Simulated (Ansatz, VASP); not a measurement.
# One calculation of Pd, two programs

```xyz
4
Lattice="2.7315 0.0000 0.0000 -1.3658 2.3656 0.0000 0.0000 0.0000 9.0278" Properties=species:S:1:pos:R:3 pbc="T T T"
Pd   -1.3658    2.3656    0.0000
Pd   -1.3658    2.3656    4.5139
Pd    0.0000    1.5770    2.2570
Pd    1.3658    0.7885    6.7709
```

Alike in both runs: functional PBEsol; k mesh 13 × 13 × 4; occupations fermi-dirac, width 0.05 eV; collinear spin.

Ansatz relaxed the structure, and its values are those at the end. VASP's run is a single point on that final structure, the one shown.

```csv
,VASP,Ansatz
version,VASP 6.6.1,Ansatz 0.2.0
potentials or method,"VASP PAW PBE potentials, release 64 (Pd), cutoff 520 eV","plane waves (420 eV) with PAW, scalar-relativistic"
valence electrons in the cell,40,72
```

VASP gave:

* pressure (GPa): -0.3
* net moment per atom (μB): 0.00

**Question.** What did Ansatz give for the same quantities?

**Answer.** Pressure (GPa): 0.0; net moment per atom (μB): 0.00.

VASP's potentials were made for PBE, not for PBEsol, and Ansatz warns of the same on its side. VASP's potentials hold 40 valence electrons a cell and Ansatz's 72, so a difference there can come from the potentials and not from the codes. Ansatz's warnings: seeded moment not kept.
